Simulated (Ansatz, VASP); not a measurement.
# Two plane-wave programs on Pt

```
Pt
1.0
     0.00000    2.19778    1.55383
     2.19778    0.00000    1.55383
     2.19778    2.19778    0.00000
Pt
1
Direct
  0.00000 0.00000 0.00000
```

Alike in both runs: task single point; functional PBE; k mesh 12 × 12 × 12; occupations gaussian, width 0.15 eV; no spin polarisation.

```csv
,VASP,Ansatz
version,VASP 6.6.1,Ansatz 0.2.0
potentials or method,"VASP PAW PBE potentials, release 64 (Pt), cutoff 520 eV","scalar-relativistic, plane waves, PAW"
valence electrons in the cell,10,18
```

|  | VASP | Ansatz | Ansatz less VASP |
| --- | --- | --- | --- |
| gap on the k mesh at the Fermi level (eV) | none | none | - |
| pressure (GPa) | 13.9 | 14.4 | +0.52 |

A gap of «none» marks a metal or a gap that the smearing closes. VASP's potentials hold 10 valence electrons a cell and Ansatz's 18, so a difference there can come from the potentials and not from the codes.

Neither program's run includes spin-orbit coupling.
